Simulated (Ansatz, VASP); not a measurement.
**Two plane-wave programs on AlRu**

Contents of INCAR:

```
SYSTEM = AlRu
PREC = Accurate
ENCUT = 520
EDIFF = 1E-6
ISMEAR = 0
SIGMA = 0.15
LREAL = .False.
LASPH = .True.
NELM = 60
ALGO = Fast
ISIF = 2
LWAVE = .False.
LCHARG = .False.
GGA = PS
NBANDS = 16
```

KPOINTS

```
regular mesh
0
Gamma
  20 20 20
  0 0 0
```

POSCAR

```
AlRu
1.0
    2.9764078228      0.0000000000      0.0000000000
    0.0000000000      2.9764078228      0.0000000000
    0.0000000000      0.0000000000      2.9764078228
Al Ru
1 1
Direct
    0.0000000000      0.0000000000      0.0000000000
    0.5000000000      0.5000000000      0.5209984665
```

Input for Ansatz:

```yaml
crystal:
  lattice:
    - [2.9764078228, 0.0, 0.0]
    - [0.0, 2.9764078228, 0.0]
    - [0.0, 0.0, 2.9764078228]
  atoms:
    - { symbol: Al, position: [0.0, 0.0, 0.0] }
    - { symbol: Ru, position: [0.5, 0.5, 0.5209984665] }
basis:
  ecutwfc: 420
kpoints:
  mp_grid: { grid: [20, 20, 20] }
hamiltonian:
  xc: pbesol
scf:
  occupations: { method: gaussian, width: 0.15 }
output:
  forces: true
  stress: true
  eigenvalues: true
  write_density: true
  write_potential: true
  elf: true
  volumetric_format: npy
```

Change from the starting cell: all Ru atoms moved +0.062 Å, as atom 2 along Cartesian [0 0 1].

Alike in both runs: task single point; functional PBEsol; k mesh 20 × 20 × 20; occupations gaussian, width 0.15 eV; no spin polarisation.

|  | VASP | Ansatz |
| --- | --- | --- |
| version | VASP 6.6.1 | Ansatz 0.2.0 |
| potentials or method | VASP PAW PBE potentials, release 64 (Al, Ru_pv), cutoff 520 eV | scalar-relativistic, plane waves, PAW |
| valence electrons in the cell | 17 | 19 |

```tsv
	VASP	Ansatz	Ansatz less VASP
gap on the k mesh at the Fermi level (eV)	none	none	-
pressure (GPa)	0.3	0.3	-0.01
traceless stress, the component that is largest in VASP (GPa)	-0.22	-0.22	+0.006
rms of the force components (eV/Å)	0.294	0.292	-0.0029
```

VASP's potentials were made for PBE, not for PBEsol. Atom by atom the forces differ by 0.003 eV/Å (rms over components). A gap of «none» marks a metal or a gap that the smearing closes. VASP's potentials hold 17 valence electrons a cell and Ansatz's 19, so a difference there can come from the potentials and not from the codes.
